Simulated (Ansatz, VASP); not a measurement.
SrO: VASP beside Ansatz

```
Sr O
1.0
     0.00000    2.53234    2.53234
     2.53234    0.00000    2.53234
     2.53234    2.53234    0.00000
Sr O
1 1
Direct
  0.00000 0.00000 0.00000
  0.50000 0.50000 0.50000
```

Alike in both runs: functional LDA; k mesh 8 × 8 × 8; no spin polarisation.

Ansatz relaxed the structure, and its values are those at the end. VASP's run is a single point on that final structure, the one shown.

|  | VASP | Ansatz |
| --- | --- | --- |
| version | VASP 6.6.1 | Ansatz 0.2.0 |
| potentials or method | VASP PAW LDA potentials, release 64 (Sr_sv, O), cutoff 520 eV | scalar-relativistic, plane waves, PAW |
| occupations | gaussian, width 0.01 eV | fixed |
| valence electrons in the cell | 16 | 16 |

|  | VASP | Ansatz | Ansatz less VASP |
| --- | --- | --- | --- |
| gap on the k mesh at the Fermi level (eV) | 3.06 | 3.12 | +0.064 |
| least direct gap on the mesh (eV) | 3.11 | 3.16 | +0.054 |
| pressure (GPa) | 0.8 | 0.0 | -0.82 |

Ansatz warns that its potentials were made for another functional, while VASP's fit it. LDA's correlation is that of Perdew and Zunger in VASP and of Perdew and Wang (1992) in Ansatz.
